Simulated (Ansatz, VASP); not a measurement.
# Li3Ge4N: VASP beside Ansatz

```xyz
8
Lattice="6.2775 0.0000 0.0000 0.0000 6.2775 0.0000 0.0000 0.0000 4.9703" Properties=species:S:1:pos:R:3 pbc="T T T"
Li    3.1387    0.0000    2.7944
Li    0.0000    3.1387    2.7944
Li    0.0000    0.0000    5.2400
Ge    1.2537    3.1387    0.3177
Ge    5.0238    3.1387    0.3177
Ge    3.1387    1.2537    0.3177
Ge    3.1387    5.0238    0.3177
N     3.1387    3.1387    4.3814
```

Alike in both runs: functional PBE; k mesh 3 × 3 × 3; occupations gaussian, width 0.2 eV; no spin polarisation.

Ansatz relaxed the structure, and its values are those at the end. VASP's run is a single point on that final structure, the one shown.

```csv
,VASP,Ansatz
version,VASP 6.6.1,Ansatz 0.2.0
potentials or method,"VASP PAW PBE potentials, release 64 (Li_sv, Ge_d, N), cutoff 520 eV","scalar-relativistic, plane waves, PAW"
valence electrons in the cell,70,70
```

VASP gave:

| Property | Result |
| --- | --- |
| gap on the k mesh at the Fermi level (eV) | none |
| rms of the force components (eV/Å) | 0.017 |

Problem. Estimate Ansatz's values.

Solution. gap on the k mesh at the Fermi level (eV): none; rms of the force components (eV/Å): 0.009.

A gap of «none» marks a metal or a gap that the smearing closes. The functional is the same, so the differences come from potentials, cutoffs and numerics.

The k mesh is coarse, so the values compare programs but aren't converged. Noted on VASP's run: the cutoff is short for stress, so the pressure is rough.
